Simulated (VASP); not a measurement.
A run of VASP 6.6.1 is set up as follows.

File INCAR:

```
SYSTEM = SnTe5
ALGO = Normal
EDIFF = 1E-6
EDIFFG = -0.01
ENCUT = 600
GGA = PE
IBRION = 2
ISIF = 3
ISMEAR = 0
LASPH = .True.
LCHARG = .False.
LREAL = .False.
LWAVE = .False.
NELM = 100
NSW = 100
PREC = Accurate
SIGMA = 0.1
```

Contents of KPOINTS:

```
k-points
0
Gamma
  8 8 8
  0 0 0
```

POSCAR

```
SnTe5
1.0
    0.0000000000      4.5527570100      4.5527570100
    4.5527570100      0.0000000000      4.5527570100
    4.5527570100      4.5527570100      0.0000000000
Sn Te
1 5
Direct
    0.0000000000      0.0000000000      0.0000000000
    0.7500000000      0.7500000000      0.7500000000
    0.3759736600      0.3759736600      0.8720790100
    0.3759736600      0.8720790100      0.3759736600
    0.3759736600      0.3759736600      0.3759736600
    0.8720790100      0.3759736600      0.3759736600
```

Potentials or basis: VASP PAW PBE potentials, release 64 (Sn_d, Te).

Launch:

```bash
$ cat potpaw_PBE.64/Sn_d/POTCAR potpaw_PBE.64/Te/POTCAR > POTCAR
$ mpirun -np 1 vasp_std > vasp.out
```

(1) What does it give for the relaxed cell?

(2) Predict the space group after relaxing (to 0.1 Å).

(3) Predict the relaxed volume.

Answers

(1) a = 6.379 Å, b = 6.379 Å, c = 6.379 Å, α = 60.00°, β = 60.00°, γ = 60.00°.

(2) F-43m (No. 216).

(3) 30.59 Å³/atom.
